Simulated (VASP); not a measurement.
# Al33N32 (a cell with a defect) in VASP: further runs, part 2 of 2

VASP 6.6.1.

## 3. Single point, PBEsol, collinear spin

Input file INCAR:

```
SYSTEM = Al33N32
PREC     = Accurate       ! precision mode
ENCUT    = 520            ! plane-wave cutoff, eV
EDIFF    = 1E-6           ! SCF threshold, eV
ISMEAR   = -1             ! smearing method
SIGMA    = 0.05           ! smearing width, eV
LREAL    = Auto         
LASPH    = .TRUE.         ! aspherical terms in the spheres
NELM     = 150            ! most SCF steps
ALGO     = Normal         ! electronic algorithm
ISIF     = 2              ! what is computed and relaxed
LWAVE    = .FALSE.        ! write WAVECAR
LCHARG   = .FALSE.        ! write CHGCAR
ISPIN    = 2              ! spin polarisation
MAGMOM   = 0 0 0 0 0 0 0 0.091 0 0.091 0 0 0 0 0 0 0 0 0.091 0 0 0 0 0 0 0 0 0 0.091 0 0 0 0.091 0 0 0 0 0 0 0 0 0.091 0.091 0 0 0 0 0 0 0.091 0 0.091 0 0 0 0 0 0.091 0 0 0 0.091 0 0 0 ! initial moments
LORBIT   = 11             ! projections on sites
GGA      = PS             ! functional
NELECT   = 257.0        
ISYM     = 0            
NBANDS   = 172            ! bands
```

Input file KPOINTS:

```
Automatic mesh
0
Gamma
  1 1 1
  0.25 0.25 0.25
```

Input file POSCAR:

```
Al33N32
1.0
    8.7554440000      0.0000000000      0.0000000000
    0.0000000000      8.7554440000      0.0000000000
    0.0000000000      0.0000000000      8.7554440000
Al N
33 32
Direct
    0.9993990000      0.9990480000      0.9986080000
    0.9950050000      0.9946480000      0.4990790000
    0.9949970000      0.4995230000      0.9942170000
    0.0008830000      0.5009360000      0.5004290000
    0.4998720000      0.9946720000      0.9942320000
    0.5012450000      0.0005680000      0.5004640000
    0.5012570000      0.5009320000      0.0000770000
    0.5227350000      0.5224020000      0.5219490000
    0.2495280000      0.2492040000      0.9997880000
    0.2283290000      0.2282030000      0.5207500000
    0.2510560000      0.7555500000      0.9940790000
    0.2497970000      0.7496760000      0.5002970000
    0.7558570000      0.2507350000      0.9940810000
    0.7500310000      0.2494600000      0.5003100000
    0.7513890000      0.7510540000      0.9986190000
    0.7560200000      0.7557090000      0.4989450000
    0.2495170000      0.0002580000      0.2487550000
    0.2510750000      0.9945320000      0.7550970000
    0.2284610000      0.5211980000      0.2276570000
    0.2498190000      0.5007620000      0.7492060000
    0.7558560000      0.9945270000      0.2502770000
    0.7513900000      0.9990630000      0.7505910000
    0.7500130000      0.5007680000      0.2490060000
    0.7560330000      0.4994040000      0.7552470000
    0.0005740000      0.2492090000      0.2487240000
    0.9948550000      0.2507130000      0.7550660000
    0.9948600000      0.7555090000      0.2502730000
    0.9994020000      0.7510570000      0.7505940000
    0.5214710000      0.2280010000      0.2275790000
    0.5011140000      0.2494730000      0.7492630000
    0.5011070000      0.7497440000      0.2490070000
    0.4997480000      0.7556980000      0.7552440000
    0.3761020000      0.3755940000      0.3752330000
    0.1255790000      0.1252840000      0.1248000000
    0.1133710000      0.1130390000      0.6370230000
    0.1133890000      0.6374500000      0.1126170000
    0.1257360000      0.6251660000      0.6246980000
    0.6378040000      0.1130520000      0.1125810000
    0.6254870000      0.1254270000      0.6247090000
    0.6254830000      0.6251940000      0.1249490000
    0.6382870000      0.6379510000      0.6375060000
    0.3755710000      0.3752670000      0.1398920000
    0.3756750000      0.3752960000      0.6096920000
    0.3756760000      0.8753930000      0.1264530000
    0.3757020000      0.8752860000      0.6230940000
    0.8756560000      0.3753850000      0.1264290000
    0.8756250000      0.3753650000      0.6230720000
    0.8755720000      0.8752440000      0.1233200000
    0.8756430000      0.8753340000      0.6263100000
    0.3755580000      0.1403800000      0.3748040000
    0.3756920000      0.1269160000      0.8749240000
    0.3756830000      0.6101580000      0.3748380000
    0.3756880000      0.6235720000      0.8748190000
    0.8756770000      0.1269060000      0.3749180000
    0.8755530000      0.1237720000      0.8747720000
    0.8756030000      0.6235700000      0.3749010000
    0.8756570000      0.6267750000      0.8748720000
    0.1406750000      0.3752480000      0.3747620000
    0.1272200000      0.3753630000      0.8748590000
    0.1272170000      0.8753340000      0.3749010000
    0.1240930000      0.8752500000      0.8748070000
    0.6104560000      0.3753160000      0.3748490000
    0.6238720000      0.3753830000      0.8748390000
    0.6238760000      0.8753260000      0.3749210000
    0.6270990000      0.8753370000      0.8748680000
```

Potentials or basis: VASP PAW PBE potentials, release 64 (Al, N).

Launch:

```console
$ cat potpaw_PBE.64/Al/POTCAR potpaw_PBE.64/N/POTCAR > POTCAR
$ mpirun -np 1 vasp_std > vasp.out
```

Wall time 33 min (1 thread of Oxide Virtual Turin-like, shared host); peak memory 1.2 GiB.

The run converged. Its results:

```yaml
Free_energy: -513.0794 eV
Largest_force: 0.084 eV/Å
Net_moment: 0.75 μB per cell
Valence_electrons_inside_the_program's_atomic_spheres: Al 0.81, 0.82, 0.79, 0.84 (each value once); N 3.83, 3.87, 3.78, 3.82, 3.86 (each value once)
```

Forces in eV/Å, atoms in the order of the input:
```
Al   0.038  0.047  0.044
Al   0.048  0.051  0.045
Al   0.052  0.048  0.046
Al   0.067  0.029  0.033
Al   0.045  0.049  0.043
Al   0.028  0.070  0.034
Al   0.026  0.033  0.072
Al  -0.009 -0.008 -0.012
Al   0.002  0.007  0.081
Al   0.032  0.023  0.029
Al   0.003 -0.022  0.081
Al  -0.005 -0.021  0.046
Al  -0.019  0.002  0.077
Al  -0.027 -0.005  0.043
Al  -0.003 -0.001  0.053
Al  -0.004 -0.002  0.067
Al   0.000  0.082  0.003
Al   0.001  0.079 -0.020
Al   0.034  0.020  0.034
Al  -0.012  0.047 -0.020
Al  -0.016  0.082  0.001
Al  -0.004  0.058 -0.002
Al  -0.028  0.047 -0.009
Al  -0.003  0.066 -0.006
Al   0.078  0.003  0.003
Al   0.078  0.003 -0.016
Al   0.081 -0.016  0.000
Al   0.055 -0.004 -0.003
Al   0.020  0.042  0.036
Al   0.044 -0.011 -0.026
Al   0.045 -0.029 -0.007
Al   0.064 -0.003 -0.005
Al   0.004  0.016  0.002
N   -0.021 -0.025 -0.021
N   -0.047 -0.050  0.025
N   -0.050  0.028 -0.054
N   -0.020 -0.010 -0.010
N    0.032 -0.056 -0.053
N   -0.008 -0.022 -0.008
N   -0.008 -0.011 -0.020
N   -0.012 -0.012 -0.015
N   -0.019 -0.026 -0.035
N   -0.014 -0.007 -0.006
N   -0.031 -0.042 -0.029
N   -0.035 -0.028 -0.009
N   -0.037 -0.036 -0.027
N   -0.028 -0.032 -0.008
N   -0.024 -0.025 -0.014
N   -0.024 -0.028 -0.038
N   -0.022 -0.037 -0.022
N   -0.031 -0.031 -0.041
N   -0.013 -0.007 -0.007
N   -0.033 -0.011 -0.027
N   -0.038 -0.030 -0.036
N   -0.022 -0.015 -0.021
N   -0.029 -0.011 -0.033
N   -0.025 -0.038 -0.025
N   -0.033 -0.019 -0.018
N   -0.027 -0.034 -0.036
N   -0.027 -0.039 -0.033
N   -0.013 -0.025 -0.029
N   -0.003 -0.014 -0.012
N   -0.006 -0.035 -0.028
N   -0.009 -0.030 -0.035
N   -0.037 -0.027 -0.024
```

Levels at points of the mesh, in eV from the Fermi level:
Spin up:
```
           k point  band 127  band 128  band 129  band 130  band 131  band 132
(0.25, 0.25, 0.25)     -3.78     -3.78     -0.08      0.18      0.18      0.81
```
Spin down:
```csv
k point,band 126,band 127,band 128,band 129,band 130,band 131
"(0.25, 0.25, 0.25)",-3.90,-3.78,-3.78,0.11,0.21,0.21
```

Caveat: the cell carries a net charge on a neutralising background, which shifts energy and pressure; the cell is charged against a uniform background, so pressure and absolute levels hang on convention; the PAW data sets were made with another functional, which shifts forces and pressure a little.
